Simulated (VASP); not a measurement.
A run of VASP 6.6.1 is set up as follows.

Contents of INCAR:

```
SYSTEM = As
PREC = Accurate
ENCUT = 520
EDIFF = 1E-7
ISMEAR = -1
SIGMA = 0.1
LREAL = .False.
LASPH = .True.
NELM = 60
ALGO = Normal
ISIF = 2
LWAVE = .False.
LCHARG = .True.
LELF = .True.
LVHAR = .True.
NBANDS = 8
```

KPOINTS

```
regular mesh
0
Gamma
  17 17 17
  0 0 0
```

Contents of POSCAR:

```
As
1.0
    0.0000000000      2.0856342800      2.0856342800
    2.0856342800      0.0000000000      2.0856342800
    2.0856342800      2.0856342800      0.0000000000
As
1
Direct
    0.0000000000      0.0000000000      0.0000000000
```

Potentials or basis: VASP PAW LDA potentials, release 64 (As).

Run with:

```bash
$ cat potpaw_LDA.64/As/POTCAR > POTCAR
$ mpirun -np 1 vasp_std > vasp.out
```

(1) Estimate the pressure.

## Answers

(1) 0.3 GPa.
